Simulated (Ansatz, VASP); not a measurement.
## One calculation of Al, two programs

INCAR

```
SYSTEM = Al
ALGO = Fast
EDIFF = 1E-6
ENCUT = 520
GGA = PS
ISIF = 2
ISMEAR = 0
LASPH = .True.
LCHARG = .False.
LREAL = .False.
LWAVE = .False.
NBANDS = 10
NELM = 80
PREC = Accurate
SIGMA = 0.15
```

The input KPOINTS:

```
k-points
0
Gamma
  18 18 10
  0 0 0
```

File POSCAR:

```
Al
1.0
    2.6901000000      0.0000000000      0.0000000000
   -1.3450500000      2.3296949387      0.0000000000
    0.0000000000      0.0000000000      4.8609000000
Al
2
Direct
    0.6666666667      0.3333333333      0.7500000000
    0.3333333333      0.6666666667      0.2500000000
```

Input for Ansatz:

```yaml
crystal:
  lattice:
    - [2.6901, 0.0, 0.0]
    - [-1.34505, 2.3296949387, 0.0]
    - [0.0, 0.0, 4.8609]
  atoms:
    - { symbol: Al, position: [0.6666666667, 0.3333333333, 0.75] }
    - { symbol: Al, position: [0.3333333333, 0.6666666667, 0.25] }
basis:
  ecutwfc: 420
kpoints:
  mp_grid: { grid: [18, 18, 10] }
hamiltonian:
  xc: pbesol
  pseudopotentials: { kind: paw, azcp: { folder: soft_1 } }
scf:
  occupations: { method: gaussian, width: 0.15 }
output:
  forces: true
  stress: true
  eigenvalues: true
  write_density: true
  write_potential: true
  elf: true
  volumetric_format: npy
```

Alike in both runs: task single point; functional PBEsol; k mesh 18 × 18 × 10; occupations gaussian, width 0.15 eV; no spin polarisation.

|  | VASP | Ansatz |
| --- | --- | --- |
| version | VASP 6.6.1 | Ansatz 0.2.0 |
| potentials or method | VASP PAW PBE potentials, release 64 (Al), cutoff 520 eV | scalar-relativistic, plane waves, PAW |
| valence electrons in the cell | 6 | 6 |

|  | VASP | Ansatz | Ansatz less VASP |
| --- | --- | --- | --- |
| gap on the k mesh at the Fermi level (eV) | none | none | - |
| pressure (GPa) | 7.7 | 7.5 | -0.12 |
| traceless stress, the component that is largest in VASP (GPa) | -6.68 | -6.62 | +0.059 |

VASP's potentials were made for PBE, not for PBEsol, and Ansatz warns of the same on its side. A gap of «none» marks a metal or a gap that the smearing closes.
